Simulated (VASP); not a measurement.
# TiAl2 in VASP: notebook

The runs below take TiAl2 through single point, with PBEsol.

All numbers are computed with VASP 6.6.1; they aren't measurements. Logs are shortened: lines on timing, memory, paths and dates and some standing lists are left out, and cuts for length are marked.

**1. The cell of the first run**

The cell holds a slab with vacuum, 12 atoms: a = 3.901 Å, b = 3.972 Å, c = 25.170 Å, α = 90.00°, β = 90.00°, γ = 90.00°.

**2. Single point, PBEsol**

Contents of INCAR:

```
SYSTEM = TiAl2
  PREC = Accurate
  ENCUT = 520
  EDIFF = 1E-6
  ISMEAR = 0
  SIGMA = 0.1
  LREAL = .False.
  LASPH = .True.
  NELM = 60
  ALGO = Normal
  ISIF = 2
  LWAVE = .False.
  LCHARG = .False.
  LDIPOL = .True.
  IDIPOL = 3
  DIPOL = 0.5 0.5 0.497
  GGA = PS
  NBANDS = 48
  EFIELD = -0.1
```

Contents of KPOINTS:

```
regular mesh
0
Gamma
  9 9 1
  0 0 0
```

Contents of POSCAR:

```
TiAl2
1.0
    3.9006678799      0.0000000000      0.0000000000
    0.0000000000      3.9724249773      0.0000000000
    0.0000000000      0.0000000000     25.1697036736
Al Ti
8 4
Direct
    0.5000000000      0.0000000000      0.2979772864
    0.0000000000      0.5000000000      0.2979772864
    0.5000000000      0.5000000000      0.3807725326
    0.0000000000      0.5000000000      0.4546078495
    0.0000000000      0.0000000000      0.5374030957
    0.5000000000      0.5000000000      0.5374030957
    0.0000000000      0.5000000000      0.6201983419
    0.5000000000      0.5000000000      0.6940336588
    0.0000000000      0.0000000000      0.3727834778
    0.5000000000      0.0000000000      0.4625969043
    0.5000000000      0.0000000000      0.6122092870
    0.0000000000      0.0000000000      0.7020227136
```

Potentials or basis: VASP PAW PBE potentials, release 64 (Al, Ti_sv).

Started as:

```
> cat potpaw_PBE.64/Al/POTCAR potpaw_PBE.64/Ti_sv/POTCAR > POTCAR
> mpirun -np 1 vasp_std > vasp.out
```

OUTCAR:

```text
SYSTEM = TiAl2
   PREC = Accurate
   ENCUT = 520
   EDIFF = 1E-6
   ISMEAR = 0
   LREAL = .False.
   LASPH = .True.
   NELM = 60
   ISIF = 2
   GGA = PS

 ion  position               nearest neighbor table
   1  0.500  0.000  0.298-   9 2.71   9 2.71   2 2.78   2 2.78   2 2.78   2 2.78   3 2.88   3 2.88

   2  0.000  0.500  0.298-   9 2.74   9 2.74   1 2.78   1 2.78   1 2.78   1 2.78   3 2.85   3 2.85

   3  0.500  0.500  0.381-   4 2.69   4 2.69   9 2.79   9 2.79   9 2.79   9 2.79   2 2.85   2 2.85
                            10 2.86  10 2.86   1 2.88   1 2.88
   4  0.000  0.500  0.455-   3 2.69   3 2.69  10 2.79  10 2.79  10 2.79  10 2.79   6 2.85   6 2.85
                             9 2.86   9 2.86   5 2.88   5 2.88
   5  0.000  0.000  0.537-  11 2.71  11 2.71  10 2.71  10 2.71   6 2.78   6 2.78   6 2.78   6 2.78
                             7 2.88   4 2.88   4 2.88   7 2.88
   6  0.500  0.500  0.537-  11 2.74  11 2.74  10 2.74  10 2.74   5 2.78   5 2.78   5 2.78   5 2.78
                             4 2.85   7 2.85   7 2.85   4 2.85
   7  0.000  0.500  0.620-   8 2.69   8 2.69  11 2.79  11 2.79  11 2.79  11 2.79   6 2.85   6 2.85
                            12 2.86  12 2.86   5 2.88   5 2.88
   8  0.500  0.500  0.694-   7 2.69   7 2.69  12 2.79  12 2.79  12 2.79  12 2.79  11 2.86  11 2.86

   9  0.000  0.000  0.373-   1 2.71   1 2.71   2 2.74   2 2.74   3 2.79   3 2.79   3 2.79   3 2.79
                             4 2.86   4 2.86
  10  0.500  0.000  0.463-   5 2.71   5 2.71   6 2.74   6 2.74   4 2.79   4 2.79   4 2.79   4 2.79
                             3 2.86   3 2.86
  11  0.500  0.000  0.612-   5 2.71   5 2.71   6 2.74   6 2.74   7 2.79   7 2.79   7 2.79   7 2.79
                             8 2.86   8 2.86
  12  0.000  0.000  0.702-   8 2.79   8 2.79   8 2.79   8 2.79   7 2.86   7 2.86

  LATTYP: Found a simple orthorhombic cell.
 ALAT       =     3.9006678799
 B/A-ratio  =     1.0183961054
 C/A-ratio  =     6.4526651457

  Lattice vectors:

 A1 = (   3.9006678799,   0.0000000000,   0.0000000000)
 A2 = (   0.0000000000,   3.9724249773,   0.0000000000)
 A3 = (   0.0000000000,   0.0000000000,  25.1697036736)

Analysis of symmetry for initial positions (statically):
=====================================================================
 Subroutine PRICEL returns:
 Original cell was already a primitive cell.

 Routine SETGRP: Setting up the symmetry group for a
 simple orthorhombic supercell.

 Subroutine GETGRP returns: Found  4 space group operations
 (whereof  4 operations were pure point group operations)
 out of a pool of  8 trial point group operations.

The static configuration has the point symmetry C_2v.

Analysis of symmetry for dynamics (positions and initial velocities):
[... 156 lines left out ...]
   GGA     = PS    functional components
   LHFCALC =     F    Hartree Fock is set to
   AEXX    =    0.0000 exact exchange contribution
   IVDW    =     0    specifies the selected vdW correction
   LEPSILON=     F    determine dielectric tensor
   LRPA    =     F    only Hartree local field effects (RPA)
 non-spin polarized calculation
 Gauss-broadening in eV      SIGMA  =   0.10
  energy-cutoff  :      520.00
  volume of cell :      390.01
 maximum number of plane-waves:     10565
 NGX is ok and might be reduce to    30
   NGX = 15   NGY = 15   NGZ = 93

 dipolmoment           0.000000      0.000000      0.372339 electrons x Angstroem

 number of electron      71.9999991 magnetization

 dipolmoment           0.000000      0.000000     -0.159289 electrons x Angstroem

 Free energy of the ion-electron system (eV)
  ---------------------------------------------------
  ext. energy  EPLUGINS =         0.00000000
  ---------------------------------------------------
  free energy    TOTEN  =       -67.61351217 eV

  energy without entropy =      -67.58137160  energy(sigma->0) =      -67.59744188

 E-fermi :   2.0189     XC(G=0):  -6.1094

 val. band max:        2.0109605192   @ k =   0.1111   0.1111   0.0000
 cond. band min:       2.0211944781   @ k =   0.4444   0.1111   0.0000
 fundamental gap:      0.0102339589
 Fermi energy:         2.0188925134

 k-point     1 :       0.0000    0.0000    0.0000
  band No.  band energies     occupation
      1     -54.8680      2.00000
      2     -54.3841      2.00000
      3     -54.3805      2.00000
      4     -54.3500      2.00000
      5     -31.3992      2.00000
      6     -31.1565      2.00000
[... 1213 lines left out ...]
     47       3.7291      0.00000
     48       3.8431      0.00000

 [... further k-points ...]

------------------------ aborting loop because EDIFF is reached ----------------------------------------

 vacuum level on the upper side and lower side of the slab       (xc-potential included)         0.307        -0.429

  FORCE on cell =-STRESS in cart. coord.  units (eV):
  Direction    XX          YY          ZZ          XY          YZ          ZX
  --------------------------------------------------------------------------------------
  -------------------------------------------------------------------------------------
  Total       -4.8022230     -3.9788629      0.3156320      0.0000000      0.0000000      0.0000000
  in kB      -19.7278667    -16.3454461      1.2966382      0.0000000      0.0000000      0.0000000
  external PRESSURE =     -11.5922249 kB  Pullay stress =       0.0000000 kB

 VOLUME and BASIS-vectors are now :
 -----------------------------------------------------------------------------
  energy-cutoff  :      520.00
  volume of cell :      390.01
      direct lattice vectors                 reciprocal lattice vectors
     3.900667880  0.000000000  0.000000000     0.256366353  0.000000000  0.000000000
     0.000000000  3.972424977  0.000000000     0.000000000  0.251735402  0.000000000
     0.000000000  0.000000000 25.169703674     0.000000000  0.000000000  0.039730305

 POSITION                                       TOTAL-FORCE (eV/Angst)
 -----------------------------------------------------------------------------------
      1.95033      0.00000      7.50000         0.000000      0.000000     -0.158730
      0.00000      1.98621      7.50000         0.000000      0.000000     -0.163063
      1.95033      1.98621      9.58393         0.000000      0.000000     -0.129760
      0.00000      1.98621     11.44234         0.000000      0.000000     -0.027840
      0.00000      0.00000     13.52628         0.000000      0.000000     -0.038888
      1.95033      1.98621     13.52628         0.000000      0.000000     -0.075494
      0.00000      1.98621     15.61021         0.000000      0.000000      0.323319
      1.95033      1.98621     17.46862         0.000000      0.000000      0.244058
      0.00000      0.00000      9.38285         0.000000      0.000000      0.372691
      1.95033      0.00000     11.64343         0.000000      0.000000     -0.044143
      1.95033      0.00000     15.40913         0.000000      0.000000      0.473878
      0.00000      0.00000     17.66970         0.000000      0.000000     -0.776029
 -----------------------------------------------------------------------------------
    total drift:                                0.000000     -0.000000     -0.000577

  FREE ENERGIE OF THE ION-ELECTRON SYSTEM (eV)
  ---------------------------------------------------
  free  energy   TOTEN  =       -67.6135121691 eV

  energy  without entropy=      -67.5813716001  energy(sigma->0) =      -67.59744188

 vacuum level on the upper side and lower side of the slab         6.491         5.829
```

Run time: 9.8 min. Hardware: 1 thread of AMD EPYC 9R45 (Zen 5), shared host; peak memory 0.62 GiB.

What came out:

```
Free energy            : -67.6135 eV
Largest force          : 0.776 eV/Å
Band gap on the k mesh : zero (band 36 reaches 2.56 eV, above the bottom of band 37 at 1.77 eV)
```

Forces in eV/Å, atoms in the order of the input:
```
Al   0.000  0.000 -0.159
Al   0.000  0.000 -0.163
Al   0.000  0.000 -0.130
Al   0.000  0.000 -0.028
Al   0.000  0.000 -0.039
Al   0.000  0.000 -0.075
Al   0.000  0.000  0.323
Al   0.000  0.000  0.244
Ti   0.000  0.000  0.373
Ti   0.000  0.000 -0.044
Ti   0.000  0.000  0.474
Ti   0.000  0.000 -0.776
```

Caveat: the PAW data sets were made with another functional, which shifts forces and pressure a little.

**3. Single point, PBEsol**

Contents of INCAR:

```
PREC = Accurate
ENCUT = 520
EDIFF = 1E-7
ISMEAR = 0
SIGMA = 0.5
LREAL = False
LASPH = True
NELM = 80
ALGO = Normal
ISIF = 2
LWAVE = False
LCHARG = True
LDIPOL = True
IDIPOL = 3
DIPOL = 0.5 0.5 0.497
GGA = PS
LELF = True
LVHAR = True
LVACPOTAV = True
NBANDS = 48
```

Contents of KPOINTS:

```
Automatic mesh
0
Gamma
  9 9 1
```

POSCAR is that of step 2.

Potentials or basis: VASP PAW PBE potentials, release 64 (Al, Ti_sv).

Started as:

```
> cat potpaw_PBE.64/Al/POTCAR potpaw_PBE.64/Ti_sv/POTCAR > POTCAR
> mpirun -np 1 vasp_std > vasp.out
```

OUTCAR:

```text
PREC = Accurate
   ENCUT = 520
   EDIFF = 1E-7
   ISMEAR = 0
   LREAL = False
   LASPH = True
   NELM = 80
   ISIF = 2
   GGA = PS

 ion  position               nearest neighbor table
   1  0.500  0.000  0.298-   9 2.71   9 2.71   2 2.78   2 2.78   2 2.78   2 2.78   3 2.88   3 2.88

   2  0.000  0.500  0.298-   9 2.74   9 2.74   1 2.78   1 2.78   1 2.78   1 2.78   3 2.85   3 2.85

   3  0.500  0.500  0.381-   4 2.69   4 2.69   9 2.79   9 2.79   9 2.79   9 2.79   2 2.85   2 2.85
                            10 2.86  10 2.86   1 2.88   1 2.88
   4  0.000  0.500  0.455-   3 2.69   3 2.69  10 2.79  10 2.79  10 2.79  10 2.79   6 2.85   6 2.85
                             9 2.86   9 2.86   5 2.88   5 2.88
   5  0.000  0.000  0.537-  11 2.71  11 2.71  10 2.71  10 2.71   6 2.78   6 2.78   6 2.78   6 2.78
                             7 2.88   4 2.88   4 2.88   7 2.88
   6  0.500  0.500  0.537-  11 2.74  11 2.74  10 2.74  10 2.74   5 2.78   5 2.78   5 2.78   5 2.78
                             4 2.85   7 2.85   7 2.85   4 2.85
   7  0.000  0.500  0.620-   8 2.69   8 2.69  11 2.79  11 2.79  11 2.79  11 2.79   6 2.85   6 2.85
                            12 2.86  12 2.86   5 2.88   5 2.88
   8  0.500  0.500  0.694-   7 2.69   7 2.69  12 2.79  12 2.79  12 2.79  12 2.79  11 2.86  11 2.86

[... 1454 lines left out ...]
  --------------------------------------------------------------------------------------
  -------------------------------------------------------------------------------------
  Total       -3.9226195     -3.4296681      0.3993146      0.0000000      0.0000000      0.0000000
  in kB      -16.1143942    -14.0893153      1.6404120      0.0000000      0.0000000      0.0000000
  external PRESSURE =      -9.5210992 kB  Pullay stress =       0.0000000 kB

 VOLUME and BASIS-vectors are now :
 -----------------------------------------------------------------------------
  energy-cutoff  :      520.00
  volume of cell :      390.01
      direct lattice vectors                 reciprocal lattice vectors
     3.900667880  0.000000000  0.000000000     0.256366353  0.000000000  0.000000000
     0.000000000  3.972424977  0.000000000     0.000000000  0.251735402  0.000000000
     0.000000000  0.000000000 25.169703674     0.000000000  0.000000000  0.039730305

 POSITION                                       TOTAL-FORCE (eV/Angst)
 -----------------------------------------------------------------------------------
      1.95033      0.00000      7.50000         0.000000      0.000000     -0.164538
      0.00000      1.98621      7.50000         0.000000      0.000000     -0.119968
      1.95033      1.98621      9.58393         0.000000      0.000000     -0.144623
      0.00000      1.98621     11.44234         0.000000      0.000000     -0.002894
      0.00000      0.00000     13.52628         0.000000      0.000000     -0.038485
      1.95033      1.98621     13.52628         0.000000      0.000000     -0.054178
      0.00000      1.98621     15.61021         0.000000      0.000000      0.252750
      1.95033      1.98621     17.46862         0.000000      0.000000      0.255969
      0.00000      0.00000      9.38285         0.000000      0.000000      0.310701
      1.95033      0.00000     11.64343         0.000000      0.000000     -0.010937
      1.95033      0.00000     15.40913         0.000000      0.000000      0.421175
      0.00000      0.00000     17.66970         0.000000      0.000000     -0.704971
 -----------------------------------------------------------------------------------
    total drift:                                0.000000     -0.000000     -0.000389

  FREE ENERGIE OF THE ION-ELECTRON SYSTEM (eV)
  ---------------------------------------------------
  free  energy   TOTEN  =       -68.0388013658 eV

  energy  without entropy=      -67.0838751456  energy(sigma->0) =      -67.56133826

 vacuum level on the upper side and lower side of the slab         6.006         6.429
```

OSZICAR:

```text
N       E                     dE             d eps       ncg     rms          rms(c)
DAV:   1     0.648376780764E+03    0.64838E+03   -0.33693E+04  2816   0.134E+03
DAV:   2     0.571815661295E+01   -0.64266E+03   -0.62461E+03  2592   0.395E+02
DAV:   3    -0.641578762900E+02   -0.69876E+02   -0.68560E+02  3808   0.116E+02
[... 24 lines left out ...]
DAV:  28    -0.680387969645E+02   -0.15305E-04   -0.12922E-06  2312   0.327E-03    0.195E-03
DAV:  29    -0.680388001679E+02   -0.32034E-05   -0.44564E-07  2264   0.185E-03    0.838E-04
DAV:  30    -0.680388010024E+02   -0.83447E-06   -0.94852E-08  1888   0.863E-04    0.395E-04
DAV:  31    -0.680388012966E+02   -0.29417E-06   -0.64527E-08  2048   0.611E-04    0.105E-04
DAV:  32    -0.680388013658E+02   -0.69203E-07   -0.13573E-08  1800   0.367E-04
   1 F= -.68038801E+02 E0= -.67561338E+02  d E =-.954926E+00
```

Wall time 9.2 min (1 thread of AMD EPYC 9R45 (Zen 5), shared host); peak memory 0.62 GiB.

Results:

- Free energy: -68.0388 eV
- Largest force: 0.705 eV/Å
- Band gap on the k mesh: zero (band 36 reaches 2.57 eV, above the bottom of band 37 at 1.76 eV)

Forces in eV/Å, atoms in the order of the input:
```
Al   0.000  0.000 -0.165
Al   0.000  0.000 -0.120
Al   0.000  0.000 -0.145
Al   0.000  0.000 -0.003
Al   0.000  0.000 -0.038
Al   0.000  0.000 -0.054
Al   0.000  0.000  0.253
Al   0.000  0.000  0.256
Ti   0.000  0.000  0.311
Ti   0.000  0.000 -0.011
Ti   0.000  0.000  0.421
Ti   0.000  0.000 -0.705
```

Caveat: the PAW data sets were made with another functional, which shifts forces and pressure a little.

**4. Single point, PBEsol**

Contents of INCAR:

```
PREC     = Accurate       # precision mode
ENCUT    = 520            # plane-wave cutoff, eV
EDIFF    = 1E-7           # SCF threshold, eV
ISMEAR   = 0              # smearing method
SIGMA    = 0.1            # smearing width, eV
LREAL    = False          # projectors in reciprocal space
LASPH    = True           # aspherical terms in the spheres
NELM     = 100            # most SCF steps
ALGO     = Normal         # electronic algorithm
ISIF     = 2              # what is computed and relaxed
LWAVE    = False          # write WAVECAR
LCHARG   = False          # write CHGCAR
LDIPOL   = True         
IDIPOL   = 3            
DIPOL    = 0.5 0.5 0.497
GGA      = PS             # functional
NBANDS   = 48             # bands
```

Contents of KPOINTS:

```
Automatic mesh
0
Gamma
  2 2 1
```

POSCAR is that of step 3.

Started as:

```
> cat potpaw_PBE.64/Al/POTCAR potpaw_PBE.64/Ti_sv/POTCAR > POTCAR
> mpirun -np 1 vasp_std > vasp.out
```

Run time: 3.9 min. Hardware: 1 thread of Intel Xeon 6975P-C (Granite Rapids), shared host; peak memory 0.44 GiB.

Results (log left out):

```
Free energy            : -66.3700 eV
Largest force          : 0.655 eV/Å
Band gap on the k mesh : zero (band 36 reaches 2.64 eV, above the bottom of band 37 at 2.26 eV)
```

Forces in eV/Å, atoms in the order of the input:
```
Al   0.000  0.000  0.065
Al   0.000  0.000  0.228
Al   0.000  0.000 -0.072
Al   0.000  0.000 -0.318
Al   0.000  0.000  0.047
Al   0.000  0.000 -0.137
Al   0.000  0.000  0.655
Al   0.000  0.000  0.074
Ti   0.000  0.000 -0.132
Ti   0.000  0.000  0.361
Ti   0.000  0.000 -0.564
Ti   0.000  0.000 -0.207
```

Levels at points of the mesh, in eV from the Fermi level:
| k point | band 32 | band 33 | band 34 | band 35 | band 36 | band 37 | band 38 | band 39 | band 40 | band 41 |
| --- | --- | --- | --- | --- | --- | --- | --- | --- | --- | --- |
| (0.00, 0.00, 0.00) | -0.83 | -0.81 | -0.76 | -0.63 | -0.60 | 0.05 | 0.14 | 0.25 | 0.40 | 0.63 |
| (0.50, 0.00, 0.00) | -1.07 | -0.81 | -0.77 | -0.68 | -0.42 | -0.03 | 0.80 | 0.89 | 0.92 | 0.92 |
| (0.00, 0.50, 0.00) | -0.85 | -0.62 | -0.28 | 0.02 | 0.35 | 0.59 | 0.69 | 0.90 | 0.95 | 0.98 |
| (0.50, 0.50, 0.00) | -1.68 | -1.52 | -1.44 | -0.88 | -0.38 | -0.01 | 0.08 | 0.24 | 0.25 | 0.26 |

Caveat: the k points lie up to 0.81 Å⁻¹ apart; the PAW data sets were made with another functional, which shifts forces and pressure a little.

**5. Summary**

| k mesh | smearing | electric field (eV/Å) | gap on the mesh (eV) | largest force (eV/Å) |
| --- | --- | --- | --- | --- |
| 9 × 9 × 1 | gaussian 0.1 eV | 0.1 | none | 0.78 |
| 9 × 9 × 1 | gaussian 0.5 eV | - | none | 0.70 |
| 2 × 2 × 1 | gaussian 0.1 eV | - | none | 0.66 |

Alike in all rows: task single point; level PBEsol; potentials or basis VASP PAW PBE potentials, release 64 (Al, Ti_sv); no spin polarisation; cell as given; cutoff (eV) 520.

Caveats: some runs use coarse meshes; the PAW data sets were made with another functional, which shifts forces and pressure a little.

Total energies depend on the potentials used, so only differences within one code and one set of settings carry meaning.
